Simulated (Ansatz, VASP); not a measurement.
Two plane-wave programs on ScAl3

The input INCAR:

```
  PREC = Accurate
  ENCUT = 520
  EDIFF = 1E-6
  ISMEAR = -1
  SIGMA = 0.05
  LREAL = F
  LASPH = T
  NELM = 100
  ALGO = Fast
  ISIF = 2
  LWAVE = F
  LCHARG = F
  GGA = RE
  NBANDS = 18
```

File KPOINTS:

```
Automatic mesh
0
Gamma
  4 4 4
```

Contents of POSCAR:

```
ScAl3
1.0
    4.0878065700      0.0000000000      0.0000000000
    0.0000000000      4.0878065700      0.0000000000
    0.0000000000      0.0000000000      4.0878065700
Sc Al
1 3
Direct
    0.0000000000      0.0000000000      0.0000000000
    0.5000000000      0.5000000000      0.0000000000
    0.0000000000      0.5000000000      0.5000000000
    0.5000000000      0.0000000000      0.5000000000
```

Contents of input.yaml:

```yaml
crystal:
  lattice:
    - [4.08780657, 0.0, 0.0]
    - [0.0, 4.08780657, 0.0]
    - [0.0, 0.0, 4.08780657]
  atoms:
    - { symbol: Sc, position: [0.0, 0.0, 0.0] }
    - { symbol: Al, position: [0.5, 0.5, 0.0] }
    - { symbol: Al, position: [0.0, 0.5, 0.5] }
    - { symbol: Al, position: [0.5, 0.0, 0.5] }
hamiltonian:
  xc: revpbe
  pseudopotentials: { kind: paw }
kpoints:
  mp_grid: { grid: [4, 4, 4] }
scf:
  occupations: { method: fermi_dirac, width: 0.05 }
  n_extra_bands: 10
output:
  forces: true
  stress: true
  eigenvalues: true
  dos: { projected: true, de: 0.05, nscf_kmesh: { grid: [6, 6, 6] } }
```

Alike in both runs: functional revPBE; k mesh 4 × 4 × 4; occupations fermi-dirac, width 0.05 eV; no spin polarisation.

```csv
,VASP,Ansatz
version,VASP 6.6.1,Ansatz 0.2.0
potentials or method,"VASP PAW PBE potentials, release 64 (Sc_sv, Al)",Ansatz PAW
plane-wave cutoff (eV),520,420
valence electrons in the cell,20,20
task,single point,projected density of states
```

```csv
,VASP,Ansatz,Ansatz less VASP
gap on the k mesh at the Fermi level (eV),none,none,-
pressure (GPa),2.9,2.9,+0.04
```

VASP's potentials were made for PBE, not for revPBE. A gap of «none» marks a metal or a gap that the smearing closes. With one functional, cell and mesh, what is left measures potentials, basis and numerics.

The k mesh is coarse, so the values compare programs but aren't converged.
